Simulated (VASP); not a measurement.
Crystal: PtS2.

```
CELL_PARAMETERS angstrom
3.32620 0.00000 0.00000
-1.66310 2.88057 0.00000
0.00000 0.00000 6.17180
ATOMIC_POSITIONS crystal
Pt 0.00000 0.00000 0.00000
S 0.33333 0.66667 0.18895
S 0.66667 0.33333 0.81105
```

```yaml
Program: VASP 6.6.1
Task: relaxation of the atoms
Functional: PBE
Potentials_or_basis: VASP PAW PBE potentials, release 64 (Pt, S)
Cutoff: 520 eV
k_mesh: 9 × 9 × 4
Occupations: gaussian, width 0.05 eV
Spin: no spin polarisation
```

At the start: pressure 32.6 GPa; volume 19.71 Å³/atom.

How do energy, volume and symmetry change on relaxing?

Over 3 steps the energy falls by 231.5 meV/atom; space group P-3m1 (No. 164, to 0.1 Å) before and after.

Step by step:
```csv
step,energy change (eV),largest force (eV/Å),pressure (GPa)
1,0.0000,3.5892,32.56
2,-0.6789,0.4814,13.26
3,-0.6944,0.0028,10.29
```

Final structure:
```xyz
3
Lattice="3.3262 0.0000 0.0000 -1.6631 2.8806 0.0000 0.0000 0.0000 6.1718" Properties=species:S:1:pos:R:3 pbc="T T T"
Pt    0.0000    0.0000    0.0000
S     0.0000    1.9204    1.3717
S     1.6631    0.9602    4.8001
```

Caveat: this functional lacks dispersion, which binds the layers, so the pressure and a relaxed spacing across them are unreliable.
